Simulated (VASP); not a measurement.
Input of a VASP 6.6.1 run:

File INCAR:

```
  PREC = Accurate
  ENCUT = 500
  EDIFF = 1E-6
  ISMEAR = 0
  SIGMA = 0.1
  LREAL = False
  LASPH = True
  NELM = 120
  ALGO = Normal
  ISIF = 2
  LWAVE = False
  LCHARG = False
  GGA = PS
  NBANDS = 12
  GGA_COMPAT = False
```

KPOINTS

```
regular mesh
0
Gamma
  10 10 10
```

POSCAR

```
Cd
1.0
    0.0000000000      2.2181497500      2.2181497500
    2.2181497500      0.0000000000      2.2181497500
    2.2181497500      2.2181497500      0.0000000000
Cd
1
Direct
    0.0000000000      0.0000000000      0.0000000000
```

Potentials or basis: VASP PAW PBE potentials, release 64 (Cd).

The run is started by

```console
$ cat potpaw_PBE.64/Cd/POTCAR > POTCAR
$ mpirun -np 1 vasp_std > vasp.out
```

(1) Estimate the pressure.

(2) What does it give for the band gap on the k mesh?

Results:

(1) -1.7 GPa.

(2) zero (bands 6 and 7 overlap by 2.45 eV).

Caveat: the PAW data sets were made with another functional, which shifts forces and pressure a little.
